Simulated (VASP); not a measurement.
## Ca3As: single point with PBE

Crystal: Ca3As.

```
CELL_PARAMETERS angstrom
6.48693 0.00000 0.00000
-3.24347 5.61785 0.00000
0.00000 0.00000 3.26430
ATOMIC_POSITIONS crystal
Ca 0.50000 0.00000 0.00000
Ca 0.00000 0.50000 0.00000
Ca 0.50000 0.50000 0.00000
As 0.00000 0.00000 0.50000
```

The cell was generated, and may not be a known phase.

* Program: VASP 6.6.1
* Task: single point
* Functional: PBE
* Potentials or basis: VASP PAW PBE potentials, release 64 (Ca_sv, As)
* Cutoff: 520 eV
* k mesh: 12 × 12 × 14
* Occupations: gaussian, width 0.1 eV
* Spin: no spin polarisation

```yaml
Pressure: 0.0 GPa
Band_gap_on_the_k_mesh: zero (an odd number of electrons rules out a gap without spin polarisation)
```

Levels at points of the mesh, in eV from the Fermi level:
```
           k point  band 14  band 15  band 16  band 17  band 18  band 19  band 20  band 21  band 22  band 23
(0.00, 0.00, 0.00)    -3.12    -2.51    -2.51    -0.41    -0.41     0.61     0.64     1.48     1.48     1.73
(0.50, 0.00, 0.00)    -3.97    -2.95    -1.58    -0.84     1.08     1.12     1.31     1.37     1.47     2.25
(0.00, 0.00, 0.50)    -3.75    -1.80    -1.80    -0.86    -0.35     0.65     1.42     1.42     2.92     2.93
(0.50, 0.00, 0.50)    -3.45    -1.59    -1.55    -0.54     0.04     1.01     1.11     1.60     1.65     1.80
```

It took 12 min on 1 thread of Intel Xeon 8259CL, with other jobs on the host, peak memory 0.53 GiB.
